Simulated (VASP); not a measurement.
# Al2Cu (I4/mcm) in VASP: further runs

Runs on Al2Cu. Level: PBEsol. Tasks: single point.

Everything below comes from runs of VASP 6.6.1. Logs are shortened: lines on timing, memory, paths and dates and some standing lists are left out, and cuts for length are marked.

## 1. The cell of the first run

It takes space group I4/mcm (No. 140, tetragonal). The conventional cell has a = 5.873 Å, b = 5.873 Å, c = 5.021 Å, α = 90.00°, β = 90.00°, γ = 90.00°. Al (site symmetry m2m) has 4 Cu at 2.54 Å and 11 Al at 2.65 to 3.13 Å within 3.4 Å. Within 3.3 Å of Cu (site symmetry 422) lie 2 Cu at 2.51 Å and 8 Al at 2.54 Å.

## 2. Single point, PBEsol

File INCAR:

```
SYSTEM = Al2Cu
ALGO = Fast ; EDIFF = 1E-6
ENCUT = 520 ; GGA = PS
ISIF = 2 ; ISMEAR = 0
LASPH = .True. ; LCHARG = .False.
LREAL = .False. ; LWAVE = .False.
NBANDS = 26 ; NELM = 80
PREC = Accurate ; SIGMA = 0.15
```

File KPOINTS:

```
k-points
0
Gamma
  10 10 10
  0 0 0
```

File POSCAR:

```
Al2Cu
1.0
   -2.9366000000      2.9366000000      2.5103500000
    2.9366000000     -2.9366000000      2.5103500000
    2.9366000000      2.9366000000     -2.5103500000
Al Cu
4 2
Direct
    0.1593210787      0.6593210787      0.8186421574
    0.6593210787      0.8406789213      0.5000000000
    0.8406789213      0.3406789213      0.1813578426
    0.3406789213      0.1593210787      0.5000000000
    0.7500000000      0.7500000000      0.0000000000
    0.2500000000      0.2500000000      0.0000000000
```

Potentials or basis: VASP PAW PBE potentials, release 64 (Al, Cu).

On the command line:

```bash
> cat potpaw_PBE.64/Al/POTCAR potpaw_PBE.64/Cu/POTCAR > POTCAR
> mpirun -np 1 vasp_std > vasp.out
```

OUTCAR:

```text
SYSTEM = Al2Cu
   EDIFF = 1E-6
   ENCUT = 520
   GGA = PS
   ISIF = 2
   ISMEAR = 0
   LASPH = .True.
   LREAL = .False.
   NELM = 80
   PREC = Accurate

 ion  position               nearest neighbor table
   1  0.159  0.659  0.819-   5 2.54   6 2.54   5 2.54   6 2.54   3 2.65   3 2.93   3 2.93   4 3.12
                             2 3.12   2 3.12   4 3.12   4 3.13   2 3.13   2 3.13   4 3.13
   2  0.659  0.841  0.500-   6 2.54   5 2.54   5 2.54   6 2.54   4 2.65   4 2.93   4 2.93   1 3.12
                             3 3.12   3 3.12   1 3.12   1 3.13   3 3.13   1 3.13   3 3.13
   3  0.841  0.341  0.181-   5 2.54   6 2.54   5 2.54   6 2.54   1 2.65   1 2.93   1 2.93   4 3.12
                             2 3.12   4 3.12   2 3.12   4 3.13   2 3.13   4 3.13   2 3.13
   4  0.341  0.159  0.500-   5 2.54   6 2.54   6 2.54   5 2.54   2 2.65   2 2.93   2 2.93   3 3.12
                             1 3.12   1 3.12   3 3.12   3 3.13   1 3.13   1 3.13   3 3.13
   5  0.750  0.750  0.000-   6 2.51   6 2.51   2 2.54   4 2.54   2 2.54   4 2.54   1 2.54   3 2.54
                             3 2.54   1 2.54
   6  0.250  0.250  0.000-   5 2.51   5 2.51   4 2.54   3 2.54   4 2.54   1 2.54   2 2.54   2 2.54
                             1 2.54   3 2.54

  LATTYP: Found a body centered tetragonal cell.
 ALAT       =     5.8732000000
 C/A-ratio  =     0.8548491453

  Lattice vectors:

 A1 = (  -2.9366000000,   2.9366000000,   2.5103500000)
 A2 = (   2.9366000000,  -2.9366000000,   2.5103500000)
 A3 = (   2.9366000000,   2.9366000000,  -2.5103500000)

Analysis of symmetry for initial positions (statically):
=====================================================================
 Subroutine PRICEL returns:
 Original cell was already a primitive cell.

 Routine SETGRP: Setting up the symmetry group for a
 body centered tetragonal supercell.

 Subroutine GETGRP returns: Found 16 space group operations
 (whereof  8 operations were pure point group operations)
 out of a pool of 16 trial point group operations.

The static configuration has the point symmetry C_4h.
 The point group associated with its full space group is D_4h.

Analysis of symmetry for dynamics (positions and initial velocities):
=====================================================================
 Subroutine PRICEL returns:
 Original cell was already a primitive cell.

 Routine SETGRP: Setting up the symmetry group for a
 body centered tetragonal supercell.

 Subroutine GETGRP returns: Found 16 space group operations
 (whereof  8 operations were pure point group operations)
 out of a pool of 16 trial point group operations.

The dynamic configuration has the point symmetry C_4h.
 The point group associated with its full space group is D_4h.

 Subroutine INISYM returns: Found 16 space group operations
 (whereof  8 operations are pure point group operations),
 and found     1 'primitive' translations

----------------------------------------------------------------------------------------

                                     Primitive cell

  volume of cell :      86.5932

  direct lattice vectors                    reciprocal lattice vectors
    -2.936600000  2.936600000  2.510350000     0.000000000  0.170264932  0.199175414
     2.936600000 -2.936600000  2.510350000     0.170264932  0.000000000  0.199175414
     2.936600000  2.936600000 -2.510350000     0.170264932  0.170264932  0.000000000

  length of vectors
     4.852741106  4.852741106  4.852741106     0.262032427  0.262032427  0.240790976

  position of ions in fractional coordinates (direct lattice)
     0.159321079  0.659321079  0.818642157
     0.659321079  0.840678921  0.500000000
     0.840678921  0.340678921  0.181357843
     0.340678921  0.159321079  0.500000000
     0.750000000  0.750000000  0.000000000
     0.250000000  0.250000000  0.000000000

  ion indices of the primitive-cell ions
   primitive index   ion index
                 1           1
                 2           2
                 3           3
                 4           4
                 5           5
                 6           6

----------------------------------------------------------------------------------------

 KPOINTS: k-points

Automatic generation of k-mesh.
 Grid dimensions read from file:
 generate k-points for:   10   10   10

 Generating k-lattice:

  Cartesian coordinates                     Fractional coordinates (reciprocal lattice)
     0.000000000  0.017026493  0.019917541     0.100000000  0.000000000  0.000000000
     0.017026493  0.000000000  0.019917541     0.000000000  0.100000000  0.000000000
     0.017026493  0.017026493  0.000000000     0.000000000  0.000000000  0.100000000

  Length of vectors
     0.026203243  0.026203243  0.024079098

  Shift w.r.t. Gamma in fractional coordinates (k-lattice)
     0.000000000  0.000000000  0.000000000

 Subroutine IBZKPT returns following result:
 ===========================================

 Found    102 irreducible k-points:

 Following reciprocal coordinates:
            Coordinates               Weight
  0.000000  0.000000  0.000000      1.000000
  0.100000 -0.000000  0.000000      8.000000
  0.200000 -0.000000  0.000000      8.000000
  0.300000 -0.000000  0.000000      8.000000
  0.400000 -0.000000  0.000000      8.000000
  0.500000 -0.000000  0.000000      4.000000
[... 16 lines left out ...]
  0.300000  0.300000  0.000000      8.000000
  0.400000  0.300000  0.000000     16.000000
 [... further k-points ...]
   k-points           NKPTS =    102   k-points in BZ     NKDIM =    102   number of bands    NBANDS=     26
   number of dos      NEDOS =    301   number of ions     NIONS =      6
   total plane-waves  NPLWV =  46656
   dimension x,y,z NGX =    36 NGY =   36 NGZ =   36
   dimension x,y,z NGXF=    72 NGYF=   72 NGZF=   72
   ions per type =               4   2
   NGX,Y,Z   is equivalent  to a cutoff of  12.33, 12.33, 12.33 a.u.
   NGXF,Y,Z  is equivalent  to a cutoff of  24.67, 24.67, 24.67 a.u.
 SYSTEM =  Al2Cu
   PREC   = accura    normal or accurate (medium, high low for compatibility)
   ISTART =      0    job   : 0-new  1-cont  2-samecut
   ICHARG =      2    charge: 1-file 2-atom 10-const
   ISPIN  =      1    spin polarized calculation?
   LNONCOLLINEAR =      F non collinear calculations
   LSORBIT =      F    spin-orbit coupling
   LASPH  =      T    aspherical Exc in radial PAW
   ENCUT  =  520.0 eV  38.22 Ry    6.18 a.u.   9.02  9.02  9.02*2*pi/ulx,y,z
   NELM   =     80;   NELMIN=  2; NELMDL= -5     # of ELM steps
   EDIFF  = 0.1E-05   stopping-criterion for ELM
   LREAL  =      F    real-space projection
[... 7 lines left out ...]
   TEBEG  =    0.0;   TEEND  =   0.0 temperature during run
   PSTRESS=    0.0 pullay stress
   NELECT =      34.0000    total number of electrons
   NUPDOWN=      -1.0000    fix difference up-down
   EMIN   =  10.00;   EMAX   =-10.00  energy-range for DOS
   EFERMI =   0.00;   METHOD = LEGACY
   ISMEAR =     0;   SIGMA  =   0.15  broadening in eV -4-tet -1-fermi 0-gaus
   EFERMI_NEDOS =   21; number of points for ismear=-14 and -15
   IALGO  =     68    algorithm
   IMIX   =      4    mixing-type and parameters
     AMIX     =   0.40;   BMIX     =  1.00
     AMIX_MAG =   1.60;   BMIX_MAG =  1.00
  volume/ion in A,a.u.               =      14.43        97.39
  Fermi-wavevector in a.u.,A,eV,Ry     =   1.198781  2.265368 19.552604  1.437076
  Thomas-Fermi vector in A             =   2.334661
   LORBIT       =      0    0 simple, 1 ext, 2 COOP (PROOUT), +10 PAW based schemes
   GGA     = PS    functional components
   LHFCALC =     F    Hartree Fock is set to
   AEXX    =    0.0000 exact exchange contribution
   IVDW    =     0    specifies the selected vdW correction
   LEPSILON=     F    determine dielectric tensor
   LRPA    =     F    only Hartree local field effects (RPA)
 non-spin polarized calculation
 RMM-DIIS sequential band-by-band and
 Gauss-broadening in eV      SIGMA  =   0.15
  energy-cutoff  :      520.00
  volume of cell :       86.59
 maximum number of plane-waves:      2390
   NGX = 19   NGY = 19   NGZ = 19

 number of electron      33.9999997 magnetization

 Free energy of the ion-electron system (eV)
  ---------------------------------------------------
  ext. energy  EPLUGINS =         0.00000000
  ---------------------------------------------------
  free energy    TOTEN  =       -25.93892452 eV

  energy without entropy =      -25.91731271  energy(sigma->0) =      -25.92811862

 E-fermi :   8.2194     XC(G=0): -11.0840

 val. band max:        8.2064762914   @ k =   0.2000   0.2000   0.2000
 cond. band min:       8.2212149989   @ k =   0.1000  -0.0000   0.0000
 fundamental gap:      0.0147387075
 Fermi energy:         8.2194048492

 k-point     1 :       0.0000    0.0000    0.0000
  band No.  band energies     occupation
      1      -2.7380      2.00000
      2       2.8620      2.00000
      3       2.9359      2.00000
      4       2.9359      2.00000
      5       3.1327      2.00000
      6       3.9442      2.00000
[... 18 lines left out ...]
     25      14.2251      0.00000
     26      14.7853      0.00000

 k-point     2 :       0.1000   -0.0000    0.0000
  band No.  band energies     occupation
      1      -2.6344      2.00000
      2       2.8543      2.00000
      3       2.9052      2.00000
      4       2.9321      2.00000
      5       3.1505      2.00000
      6       3.8898      2.00000
[... 18 lines left out ...]
     25      14.3380      0.00000
     26      15.0733      0.00000

 k-point     3 :       0.2000   -0.0000    0.0000
  band No.  band energies     occupation
      1      -2.3250      2.00000
      2       2.6752      2.00000
      3       2.8361      2.00000
      4       2.9200      2.00000
      5       3.1955      2.00000
      6       3.7522      2.00000
[... 18 lines left out ...]
     25      14.6730      0.00000
     26      15.1243      0.00000

 k-point     4 :       0.3000   -0.0000    0.0000
  band No.  band energies     occupation
      1      -1.8133      2.00000
      2       1.8957      2.00000
      3       2.8197      2.00000
      4       2.8987      2.00000
      5       3.2409      2.00000
      6       3.6807      2.00000
[... 18 lines left out ...]
     25      14.5293      0.00000
     26      15.2394      0.00000

 k-point     5 :       0.4000   -0.0000    0.0000
  band No.  band energies     occupation
      1      -1.1067      2.00000
      2       0.8154      2.00000
      3       2.8187      2.00000
      4       2.8687      2.00000
      5       3.2698      2.00000
      6       3.4834      2.00000
[... 18 lines left out ...]
     25      14.5404      0.00000
     26      15.0307      0.00000

 k-point     6 :       0.5000   -0.0000    0.0000
  band No.  band energies     occupation
      1      -0.2196      2.00000
      2      -0.2196      2.00000
      3       2.8377      2.00000
      4       2.8377      2.00000
      5       3.3335      2.00000
      6       3.3335      2.00000
[... 427 lines left out ...]
 k-point    21 :      -0.3000    0.2000    0.0000
  band No.  band energies     occupation
      1      -2.1152      2.00000
      2       1.8349      2.00000
      3       2.7296      2.00000
      4       3.0704      2.00000
      5       3.1524      2.00000
      6       3.7387      2.00000
[... 18 lines left out ...]
     25      12.5862      0.00000
     26      16.7267      0.00000

 k-point    22 :      -0.2000    0.2000    0.0000
  band No.  band energies     occupation
      1      -2.3905      2.00000
      2       2.2161      2.00000
      3       2.8392      2.00000
      4       3.0498      2.00000
      5       3.1150      2.00000
      6       3.8082      2.00000
[... 18 lines left out ...]
     25      12.3598      0.00000
     26      17.5346      0.00000

 k-point    23 :       0.3000    0.3000    0.0000
  band No.  band energies     occupation
      1       0.1092      2.00000
      2       0.5557      2.00000
      3       0.6572      2.00000
      4       2.7235      2.00000
      5       3.5702      2.00000
      6       3.5870      2.00000
[... 18 lines left out ...]
     25      14.4609      0.00000
     26      14.6143      0.00000

 k-point    24 :       0.4000    0.3000    0.0000
  band No.  band energies     occupation
      1      -0.3091      2.00000
      2       0.5144      2.00000
      3       1.0751      2.00000
      4       2.7864      2.00000
      5       3.4304      2.00000
      6       3.5475      2.00000
[... 18 lines left out ...]
     25      15.4303      0.00000
     26      15.8082      0.00000

 [... further k-points ...]
[... 5 lines left out ...]
  --------------------------------------------------------------------------------------
  -------------------------------------------------------------------------------------
  Total        1.7064593      1.7064593     -2.3270935      0.0000000      0.0000000      0.0000000
  in kB       31.5734946     31.5734946    -43.0566821      0.0000000      0.0000000      0.0000000
  external PRESSURE =       6.6967690 kB  Pullay stress =       0.0000000 kB

 VOLUME and BASIS-vectors are now :
 -----------------------------------------------------------------------------
  energy-cutoff  :      520.00
  volume of cell :       86.59
      direct lattice vectors                 reciprocal lattice vectors
    -2.936600000  2.936600000  2.510350000     0.000000000  0.170264932  0.199175414
     2.936600000 -2.936600000  2.510350000     0.170264932  0.000000000  0.199175414
     2.936600000  2.936600000 -2.510350000     0.170264932  0.170264932  0.000000000

 POSITION                                       TOTAL-FORCE (eV/Angst)
 -----------------------------------------------------------------------------------
      3.87232      0.93572      0.00000         0.130268      0.130268      0.000000
      2.00088      0.93572      2.51035        -0.130268      0.130268      0.000000
     -0.93572      2.00088      2.51035        -0.130268     -0.130268     -0.000000
      0.93572      2.00088      0.00000         0.130268     -0.130268      0.000000
      0.00000      0.00000      3.76552        -0.000000      0.000000      0.000000
      0.00000      0.00000      1.25517        -0.000000      0.000000      0.000000
 -----------------------------------------------------------------------------------
    total drift:                                0.000000      0.000000      0.000000

  FREE ENERGIE OF THE ION-ELECTRON SYSTEM (eV)
  ---------------------------------------------------
  free  energy   TOTEN  =       -25.9389245211 eV

  energy  without entropy=      -25.9173127099  energy(sigma->0) =      -25.92811862
```

Wall time 9.4 min (1 thread of Intel Xeon 8259CL, shared host); peak memory 0.34 GiB.

Results:

| Quantity | Value |
| --- | --- |
| Free energy | -25.9389 eV |
| Pressure | 0.7 GPa |
| Largest force | 0.184 eV/Å |
| Band gap on the k mesh | zero (bands 17 and 18 overlap by 3.85 eV) |

Forces on the atoms (eV/Å):
```
Al   0.130  0.130  0.000
Al  -0.130  0.130  0.000
Al  -0.130 -0.130  0.000
Al   0.130 -0.130  0.000
Cu   0.000  0.000  0.000
Cu   0.000  0.000  0.000
```

Caveat: the stress differs along the axes, from -4 to 3 GPa; the PAW data sets were made with another functional, which shifts forces and pressure a little.

## 3. Single point, PBEsol

File INCAR:

```
PREC = Accurate
ENCUT = 520
EDIFF = 1E-6
ISMEAR = 0
SIGMA = 0.15
LREAL = F
LASPH = T
NELM = 100
ALGO = Fast
ISIF = 2
LWAVE = F
LCHARG = F
GGA = PS
NBANDS = 26
```

File KPOINTS:

```
Automatic mesh
0
Gamma
  10 10 10
```

Edit POSCAR of step 2 so:

```diff
@@ -2,5 +2,5 @@
 1.0
-   -2.9366000000      2.9366000000      2.5103500000
-    2.9366000000     -2.9366000000      2.5103500000
-    2.9366000000      2.9366000000     -2.5103500000
+   -3.0564500000      3.0564500000      2.3172500000
+    3.0564500000     -3.0564500000      2.3172500000
+    3.0564500000      3.0564500000     -2.3172500000
 Al Cu
```

Potentials or basis: VASP PAW PBE potentials, release 64 (Al, Cu).

On the command line:

```bash
> cat potpaw_PBE.64/Al/POTCAR potpaw_PBE.64/Cu/POTCAR > POTCAR
> mpirun -np 1 vasp_std > vasp.out
```

It took 8.4 min on 1 thread of Intel Xeon 8259CL, shared host; peak memory 0.34 GiB.

The run converged. Its results:

| Quantity | Value |
| --- | --- |
| Free energy | -25.9235 eV |
| Pressure | 0.8 GPa |
| Largest force | 0.172 eV/Å |
| Band gap on the k mesh | zero (bands 17 and 18 overlap by 4.84 eV) |

Forces in eV/Å, atoms in the order of the input:
```
Al  -0.121 -0.121  0.000
Al   0.121 -0.121  0.000
Al   0.121  0.121  0.000
Al  -0.121  0.121  0.000
Cu   0.000  0.000  0.000
Cu   0.000  0.000  0.000
```

Stress tensor (GPa, compression positive):
```
-2.45  0.00  0.00
 0.00 -2.45  0.00
 0.00  0.00  7.24
```

Levels at points of the mesh, in eV from the Fermi level:
```csv
k point,band 13,band 14,band 15,band 16,band 17,band 18,band 19,band 20,band 21,band 22
"(0.00, 0.00, 0.00)",-3.23,-2.41,-1.16,-1.16,-1.13,-1.13,0.02,0.03,1.78,1.78
"(0.50, 0.00, 0.00)",-3.29,-3.29,-2.78,-2.78,-0.05,-0.05,3.64,3.64,3.95,3.95
"(0.50, 0.50, 0.00)",-2.71,-2.50,-1.95,-1.72,-0.68,-0.45,0.32,0.74,4.49,4.76
"(0.50, 0.50, 0.50)",-3.60,-3.23,-3.23,-1.70,2.83,2.95,2.95,3.13,4.38,5.02
```

Caveat: the stress differs along the axes, from -2 to 7 GPa; the PAW data sets were made with another functional, which shifts forces and pressure a little.
